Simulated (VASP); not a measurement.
## Ta16H (a cell with a defect): single point with PBE

The system is Ta16H (a cell with a defect).

```
Ta H
1.0
     6.63812    0.00000    0.00000
     0.00000    6.63812    0.00000
     0.00000    0.00000    6.63812
Ta H
16 1
Direct
  0.99378 0.99217 0.00000
  0.50156 0.99850 0.00000
  0.99768 0.50201 0.00000
  0.99884 0.00020 0.50000
  0.25534 0.25076 0.26170
  0.50082 0.50080 0.00000
  0.50065 0.99898 0.50000
  0.74819 0.24995 0.24987
  0.99921 0.49963 0.50000
  0.24866 0.74997 0.24862
  0.25534 0.25076 0.73831
  0.50147 0.50252 0.50000
  0.74893 0.74917 0.24951
  0.74819 0.24995 0.75013
  0.24866 0.74997 0.75139
  0.74893 0.74917 0.75049
  0.14921 0.23456 0.00000
```

```json
{"Program": "VASP 6.6.1", "Task": "single point", "Functional": "PBE", "Potentials or basis": "VASP PAW PBE potentials, release 64 (Ta_pv, H)", "Cutoff": "520 eV", "k mesh": "4 × 4 × 4, shifted", "Occupations": "gaussian, width 0.1 eV", "Spin": "no spin polarisation", "Dipole correction": "no", "Further INCAR settings": "LREAL = Auto; ALGO = Normal; EDIFF = 1e-06; NBANDS = 102"}
```

* Pressure: 2.3 GPa
* Largest force: 0.449 eV/Å
* Band gap on the k mesh: zero (an odd number of electrons rules out a gap without spin polarisation)

Forces on the atoms (eV/Å):
```
Ta   0.026 -0.024  0.000
Ta   0.024 -0.015  0.000
Ta  -0.006  0.017  0.000
Ta   0.022 -0.005  0.000
Ta   0.035 -0.046 -0.014
Ta   0.032 -0.011  0.000
Ta   0.025 -0.026  0.000
Ta   0.015 -0.018  0.007
Ta   0.020 -0.028  0.000
Ta   0.018 -0.015 -0.001
Ta   0.035 -0.046  0.014
Ta   0.003 -0.033  0.000
Ta   0.022 -0.013  0.005
Ta   0.015 -0.018 -0.007
Ta   0.018 -0.015  0.001
Ta   0.022 -0.013 -0.005
H   -0.327  0.307  0.000
```

Stress tensor (GPa, compression positive):
```
2.28 0.29 0.00
0.29 1.81 0.00
0.00 0.00 2.74
```

Levels at points of the mesh, in eV from the Fermi level:
```tsv
k point	band 87	band 88	band 89	band 90	band 91	band 92
(0.12, 0.12, 0.12)	0.67	0.91	0.94	0.95	0.96	1.00
```

Wall time 18 min on 1 thread of Intel(R) Xeon(R) 6975P-C (Granite Rapids), on a shared host, peak memory 0.53 GiB.

Caveat: spin-orbit coupling is left out, which moves the levels of the heavy elements.
